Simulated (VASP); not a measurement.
# WF3 (P-6m2) in VASP: single point with PBE

Aim: the single point of WF3 with PBE.

All numbers are computed with VASP 6.6.1; they aren't measurements. Logs are shortened: lines on timing, memory, paths and dates and some standing lists are left out, and cuts for length are marked.

## (1) The cell of the first run

It takes space group P-6m2 (No. 187, hexagonal). Conventional cell: a = 3.707 Å, b = 3.707 Å, c = 6.625 Å, α = 90.00°, β = 90.00°, γ = 120.00°. Within 2.5 Å of W (site symmetry -6m2) lie 5 F at 1.87 to 2.14 Å. F (site symmetry 3m) has 1 W at 1.87 Å within 2.5 Å. Within 2.9 Å of F (site symmetry -6m2) lie 3 W at 2.14 Å and 6 F at 2.84 Å.

The cell was generated, and may not be a known phase.

## (2) Single point, PBE

The input, INCAR:

```
ALGO = Normal
EDIFF = 1E-6
ENCUT = 600
GGA = PE
GGA_COMPAT = False
ISIF = 2
ISMEAR = 0
LASPH = True
LCHARG = False
LREAL = False
LWAVE = False
NBANDS = 26
NELM = 120
PREC = Accurate
SIGMA = 0.2
```

The input, KPOINTS:

```
k-points
0
Gamma
  6 6 4
```

The input, POSCAR:

```
WF3
1.0
    3.7066294924     -0.0000000028      0.0000000000
   -1.8533147438      3.2100353043      0.0000000000
    0.0000000000      0.0000000000      6.6250541144
W F
1 3
Direct
    0.0000000000      0.0000000000      0.0000000000
    0.0000000000      0.0000000000      0.7180491904
    0.0000000000      0.0000000000      0.2819508096
    0.6666666667      0.3333333333      0.0000000000
```

Potentials or basis: VASP PAW PBE potentials, release 64 (W_sv, F).

Launch:

```bash
cat potpaw_PBE.64/W_sv/POTCAR potpaw_PBE.64/F/POTCAR > POTCAR
mpirun -np 1 vasp_std > vasp.out
```

OUTCAR:

```text
EDIFF = 1E-6
   ENCUT = 600
   GGA = PE
   ISIF = 2
   ISMEAR = 0
   LASPH = True
   LREAL = False
   NELM = 120
   PREC = Accurate

 ion  position               nearest neighbor table
   1  0.000  0.000  0.000-   2 1.87   3 1.87   4 2.14   4 2.14   4 2.14
   2  0.000  0.000  0.718-   1 1.87
   3  0.000  0.000  0.282-   1 1.87
   4  0.667  0.333  0.000-   1 2.14   1 2.14   1 2.14

  LATTYP: Found a hexagonal cell.
 ALAT       =     3.7066294924
 C/A-ratio  =     1.7873526685

  Lattice vectors:

 A1 = (   3.7066294924,  -0.0000000028,   0.0000000000)
 A2 = (  -1.8533147438,   3.2100353043,   0.0000000000)
 A3 = (   0.0000000000,   0.0000000000,   6.6250541144)

Analysis of symmetry for initial positions (statically):
=====================================================================
 Subroutine PRICEL returns:
 Original cell was already a primitive cell.

 Routine SETGRP: Setting up the symmetry group for a
 hexagonal supercell.

 Subroutine GETGRP returns: Found 12 space group operations
 (whereof 12 operations were pure point group operations)
 out of a pool of 24 trial point group operations.

The static configuration has the point symmetry D_3h.

Analysis of symmetry for dynamics (positions and initial velocities):
=====================================================================
 Subroutine PRICEL returns:
 Original cell was already a primitive cell.

 Routine SETGRP: Setting up the symmetry group for a
 hexagonal supercell.

 Subroutine GETGRP returns: Found 12 space group operations
 (whereof 12 operations were pure point group operations)
 out of a pool of 24 trial point group operations.

The dynamic configuration has the point symmetry D_3h.

 Subroutine INISYM returns: Found 12 space group operations
 (whereof 12 operations are pure point group operations),
 and found     1 'primitive' translations

----------------------------------------------------------------------------------------

                                     Primitive cell

  volume of cell :      78.8276

  direct lattice vectors                    reciprocal lattice vectors
     3.706629492 -0.000000003  0.000000000     0.269786878  0.155761527  0.000000000
    -1.853314744  3.210035304  0.000000000     0.000000000  0.311523054  0.000000000
     0.000000000  0.000000000  6.625054114     0.000000000  0.000000000  0.150942163

  length of vectors
     3.706629492  3.706629492  6.625054114     0.311523054  0.311523054  0.150942163

  position of ions in fractional coordinates (direct lattice)
     0.000000000  0.000000000  0.000000000
     0.000000000  0.000000000  0.718049190
     0.000000000  0.000000000  0.281950810
     0.666666667  0.333333333  0.000000000

  ion indices of the primitive-cell ions
   primitive index   ion index
                 1           1
                 2           2
                 3           3
                 4           4

----------------------------------------------------------------------------------------

 KPOINTS: k-points

Automatic generation of k-mesh.
 Grid dimensions read from file:
 generate k-points for:    6    6    4

 Generating k-lattice:

  Cartesian coordinates                     Fractional coordinates (reciprocal lattice)
     0.044964480  0.025960254  0.000000000     0.166666667  0.000000000  0.000000000
     0.000000000  0.051920509  0.000000000    -0.000000000  0.166666667  0.000000000
     0.000000000  0.000000000  0.037735541     0.000000000  0.000000000  0.250000000

  Length of vectors
     0.051920509  0.051920509  0.037735541

  Shift w.r.t. Gamma in fractional coordinates (k-lattice)
     0.000000000  0.000000000  0.000000000

 Subroutine IBZKPT returns following result:
 ===========================================

 Found     21 irreducible k-points:

 Following reciprocal coordinates:
            Coordinates               Weight
  0.000000  0.000000  0.000000      1.000000
  0.166667  0.000000  0.000000      6.000000
  0.333333  0.000000  0.000000      6.000000
  0.500000  0.000000  0.000000      3.000000
  0.166667  0.166667  0.000000      6.000000
  0.333333  0.166667  0.000000     12.000000
[... 13 lines left out ...]
  0.333333  0.166667  0.500000     12.000000
  0.333333  0.333333  0.500000      2.000000
   k-points           NKPTS =     21   k-points in BZ     NKDIM =     21   number of bands    NBANDS=     26
   number of dos      NEDOS =    301   number of ions     NIONS =      4
   total plane-waves  NPLWV =  48600
   dimension x,y,z NGX =    30 NGY =   30 NGZ =   54
   dimension x,y,z NGXF=    60 NGYF=   60 NGZF=  108
   ions per type =               1   3
   NGX,Y,Z   is equivalent  to a cutoff of  13.46, 13.46, 13.55 a.u.
   NGXF,Y,Z  is equivalent  to a cutoff of  26.91, 26.91, 27.10 a.u.
 SYSTEM =  unknown system
   PREC   = accura    normal or accurate (medium, high low for compatibility)
   ISTART =      0    job   : 0-new  1-cont  2-samecut
   ICHARG =      2    charge: 1-file 2-atom 10-const
   ISPIN  =      1    spin polarized calculation?
   LNONCOLLINEAR =      F non collinear calculations
   LSORBIT =      F    spin-orbit coupling
   LASPH  =      T    aspherical Exc in radial PAW
   ENCUT  =  600.0 eV  44.10 Ry    6.64 a.u.   7.40  7.40 13.23*2*pi/ulx,y,z
   NELM   =    120;   NELMIN=  2; NELMDL= -5     # of ELM steps
   EDIFF  = 0.1E-05   stopping-criterion for ELM
   LREAL  =      F    real-space projection
   EDIFFG = 0.1E-04   stopping-criterion for IOM
   NSW    =      0    number of steps for IOM
   IBRION =     -1    ionic relax: 0-MD 1-quasi-New 2-CG
   NFREE  =      0    steps in history (QN), initial steepest desc. (CG)
   ISIF   =      2    stress and relaxation
   ISYM   =      2    0-nonsym 1-usesym 2-fastsym
   POTIM  = 0.5000    time-step for ionic-motion
   TEBEG  =    0.0;   TEEND  =   0.0 temperature during run
   PSTRESS=    0.0 pullay stress
   NELECT =      35.0000    total number of electrons
   NUPDOWN=      -1.0000    fix difference up-down
   EMIN   =  10.00;   EMAX   =-10.00  energy-range for DOS
   EFERMI =   0.00;   METHOD = LEGACY
   ISMEAR =     0;   SIGMA  =   0.20  broadening in eV -4-tet -1-fermi 0-gaus
   EFERMI_NEDOS =   21; number of points for ismear=-14 and -15
   IALGO  =     38    algorithm
   IMIX   =      4    mixing-type and parameters
     AMIX     =   0.40;   BMIX     =  1.00
     AMIX_MAG =   1.60;   BMIX_MAG =  1.00
  volume/ion in A,a.u.               =      19.71       132.99
  Fermi-wavevector in a.u.,A,eV,Ry     =   1.248930  2.360135 21.222718  1.559826
  Thomas-Fermi vector in A             =   2.382994
   LORBIT       =      0    0 simple, 1 ext, 2 COOP (PROOUT), +10 PAW based schemes
   GGA     = PE    functional components
   LHFCALC =     F    Hartree Fock is set to
   AEXX    =    0.0000 exact exchange contribution
   IVDW    =     0    specifies the selected vdW correction
   LEPSILON=     F    determine dielectric tensor
   LRPA    =     F    only Hartree local field effects (RPA)
 non-spin polarized calculation
 Gauss-broadening in eV      SIGMA  =   0.20
  energy-cutoff  :      600.00
  volume of cell :       78.83
 maximum number of plane-waves:      2654
 NGX is ok and might be reduce to    30
   NGX = 15   NGY = 15   NGZ = 27

 number of electron      35.0000023 magnetization

 Free energy of the ion-electron system (eV)
  ---------------------------------------------------
  ext. energy  EPLUGINS =         0.00000000
  ---------------------------------------------------
  free energy    TOTEN  =       -23.69792919 eV

  energy without entropy =      -23.56852682  energy(sigma->0) =      -23.63322801

 E-fermi :   1.4355     XC(G=0):  -7.9889

 val. band max:        1.3936197532   @ k =   0.3333   0.1667   0.0000
 cond. band min:       1.4734466287   @ k =   0.3333   0.3333   0.0000
 fundamental gap:      0.0798268755
 Fermi energy:         1.4354875384

 k-point     1 :       0.0000    0.0000    0.0000
  band No.  band energies     occupation
      1     -75.0571      2.00000
      2     -39.6779      2.00000
      3     -39.0852      2.00000
      4     -39.0852      2.00000
      5     -25.9700      2.00000
      6     -23.8581      2.00000
[... 18 lines left out ...]
     25      14.1435      0.00000
     26      14.5143      0.00000

 k-point     2 :       0.1667    0.0000    0.0000
  band No.  band energies     occupation
      1     -75.0566      2.00000
      2     -39.6764      2.00000
      3     -39.1113      2.00000
      4     -39.0896      2.00000
      5     -25.9064      2.00000
      6     -23.8526      2.00000
[... 18 lines left out ...]
     25      12.3863      0.00000
     26      13.8023      0.00000

 k-point     3 :       0.3333    0.0000    0.0000
  band No.  band energies     occupation
      1     -75.0557      2.00000
      2     -39.6734      2.00000
      3     -39.1628      2.00000
      4     -39.0984      2.00000
      5     -25.7806      2.00000
      6     -23.8416      2.00000
[... 18 lines left out ...]
     25      10.1135      0.00000
     26      12.5964      0.00000

 k-point     4 :       0.5000    0.0000    0.0000
  band No.  band energies     occupation
      1     -75.0553      2.00000
      2     -39.6719      2.00000
      3     -39.1882      2.00000
      4     -39.1028      2.00000
      5     -25.7185      2.00000
      6     -23.8362      2.00000
[... 18 lines left out ...]
     25       9.8775      0.00000
     26      11.7269      0.00000

 k-point     5 :       0.1667    0.1667    0.0000
  band No.  band energies     occupation
      1     -75.0560      2.00000
      2     -39.6742      2.00000
      3     -39.1464      2.00000
      4     -39.0998      2.00000
      5     -25.8118      2.00000
      6     -23.8443      2.00000
[... 18 lines left out ...]
     25      11.0990      0.00000
     26      11.8463      0.00000

 k-point     6 :       0.3333    0.1667    0.0000
  band No.  band energies     occupation
      1     -75.0553      2.00000
      2     -39.6720      2.00000
      3     -39.1790      2.00000
      4     -39.1121      2.00000
      5     -25.7179      2.00000
      6     -23.8362      2.00000
[... 340 lines left out ...]
 k-point    18 :       0.5000    0.0000    0.5000
  band No.  band energies     occupation
      1     -75.0553      2.00000
      2     -39.6720      2.00000
      3     -39.1882      2.00000
      4     -39.1027      2.00000
      5     -25.7184      2.00000
      6     -23.7917      2.00000
[... 18 lines left out ...]
     25       9.3541      0.00000
     26      12.9920      0.00000

 k-point    19 :       0.1667    0.1667    0.5000
  band No.  band energies     occupation
      1     -75.0560      2.00000
      2     -39.6742      2.00000
      3     -39.1464      2.00000
      4     -39.0998      2.00000
      5     -25.8117      2.00000
      6     -23.7993      2.00000
[... 18 lines left out ...]
     25      10.9868      0.00000
     26      11.7875      0.00000

 k-point    20 :       0.3333    0.1667    0.5000
  band No.  band energies     occupation
      1     -75.0553      2.00000
      2     -39.6720      2.00000
      3     -39.1790      2.00000
      4     -39.1121      2.00000
      5     -25.7179      2.00000
      6     -23.7917      2.00000
[... 18 lines left out ...]
     25      10.2262      0.00000
     26      11.2525      0.00000

 k-point    21 :       0.3333    0.3333    0.5000
  band No.  band energies     occupation
      1     -75.0551      2.00000
      2     -39.6713      2.00000
      3     -39.1799      2.00000
      4     -39.1263      2.00000
      5     -25.6862      2.00000
      6     -23.7892      2.00000
[... 18 lines left out ...]
     25       9.4749      0.00000
     26      10.1244      0.00000

------------------------ aborting loop because EDIFF is reached ----------------------------------------

  FORCE on cell =-STRESS in cart. coord.  units (eV):
  Direction    XX          YY          ZZ          XY          YZ          ZX
  --------------------------------------------------------------------------------------
  -------------------------------------------------------------------------------------
  Total        0.1375116      0.1375116      1.4111812     -0.0000000      0.0000000     -0.0000000
  in kB        2.7949335      2.7949335     28.6823646     -0.0000000      0.0000000     -0.0000000
  external PRESSURE =      11.4240772 kB  Pullay stress =       0.0000000 kB

 VOLUME and BASIS-vectors are now :
 -----------------------------------------------------------------------------
  energy-cutoff  :      600.00
  volume of cell :       78.83
      direct lattice vectors                 reciprocal lattice vectors
     3.706629492 -0.000000003  0.000000000     0.269786878  0.155761527  0.000000000
    -1.853314744  3.210035304  0.000000000     0.000000000  0.311523054  0.000000000
     0.000000000  0.000000000  6.625054114     0.000000000  0.000000000  0.150942163

 POSITION                                       TOTAL-FORCE (eV/Angst)
 -----------------------------------------------------------------------------------
      0.00000      0.00000      0.00000         0.000000     -0.000000     -0.000000
      0.00000      0.00000      4.75711         0.000000     -0.000000     -0.336190
      0.00000      0.00000      1.86794         0.000000     -0.000000      0.336190
      1.85331      1.07001      0.00000        -0.000000      0.000000     -0.000000
 -----------------------------------------------------------------------------------
    total drift:                                0.000000     -0.000000      0.000000

  FREE ENERGIE OF THE ION-ELECTRON SYSTEM (eV)
  ---------------------------------------------------
  free  energy   TOTEN  =       -23.6979291946 eV

  energy  without entropy=      -23.5685268199  energy(sigma->0) =      -23.63322801
```

It took 1.7 min on 1 thread of Intel Xeon 8259CL, shared host; peak memory 0.23 GiB.

Results:

| Quantity | Value |
| --- | --- |
| Free energy | -23.6979 eV |
| Pressure | 1.1 GPa |
| Largest force | 0.336 eV/Å |
| Band gap on the k mesh | zero (an odd number of electrons rules out a gap without spin polarisation) |

Forces on the atoms (eV/Å):
```
W    0.000  0.000  0.000
F    0.000  0.000 -0.336
F    0.000  0.000  0.336
F    0.000  0.000  0.000
```

Levels at points of the mesh, in eV from the Fermi level:
| k point | band 15 | band 16 | band 17 | band 18 | band 19 | band 20 |
| --- | --- | --- | --- | --- | --- | --- |
| (0.00, 0.00, 0.00) | -5.77 | -5.64 | -2.05 | 0.33 | 0.33 | 1.11 |
| (0.50, 0.00, 0.00) | -5.83 | -5.65 | -1.73 | 0.12 | 0.17 | 0.24 |
| (0.00, 0.00, 0.50) | -5.71 | -5.71 | -2.04 | 0.30 | 0.30 | 1.11 |
| (0.50, 0.00, 0.50) | -6.10 | -5.76 | -1.73 | 0.12 | 0.14 | 0.19 |

Caveat: spin-orbit coupling is left out, which moves the levels of the heavy elements; an odd number of electrons without spin polarisation forces a metal; a magnetic or distorted state may lie lower.

The gap in the log of VASP goes by the Fermi energy; the results here count the filled bands.